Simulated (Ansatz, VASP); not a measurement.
## Mg3CdSe4: VASP beside Ansatz

```
CELL_PARAMETERS angstrom
-2.78613 2.78613 5.58323
2.78613 -2.78613 5.58323
2.78613 2.78613 -5.58323
ATOMIC_POSITIONS crystal
Mg 0.50000 0.50000 0.00000
Mg 0.75000 0.25000 0.50000
Mg 0.25000 0.75000 0.50000
Cd 0.00000 0.00000 0.00000
Se 0.74374 0.74374 0.00000
Se 0.25626 0.25626 0.00000
Se 0.50000 0.00000 0.50000
Se 0.00000 0.50000 0.50000
```

Alike in both runs: functional PBE; k mesh 10 × 10 × 10; occupations gaussian, width 0.01 eV; no spin polarisation.

Ansatz relaxed the structure, and its values are those at the end. VASP's run is a single point on that final structure, the one shown.

|  | VASP | Ansatz |
| --- | --- | --- |
| version | VASP 6.6.1 | Ansatz 0.2.0 |
| potentials or method | VASP PAW PBE potentials, release 64 (Mg, Cd, Se), cutoff 520 eV | scalar-relativistic, plane waves, PAW |
| valence electrons in the cell | 42 | 114 |

Ansatz gave:

```
gap on the k mesh at the Fermi level (eV) : 0.28
least direct gap on the mesh (eV)         : 1.01
pressure (GPa)                            : 0.0
rms of the force components (eV/Å)        : 0.002
```

**Question.** What did VASP give for the same quantities?

**Answer.** gap on the k mesh at the Fermi level (eV): 0.27; least direct gap on the mesh (eV): 0.99; pressure (GPa): 0.0; rms of the force components (eV/Å): 0.009.

The functional is the same, so the differences come from potentials, cutoffs and numerics. VASP's potentials hold 42 valence electrons a cell and Ansatz's 114, so a difference there can come from the potentials and not from the codes.
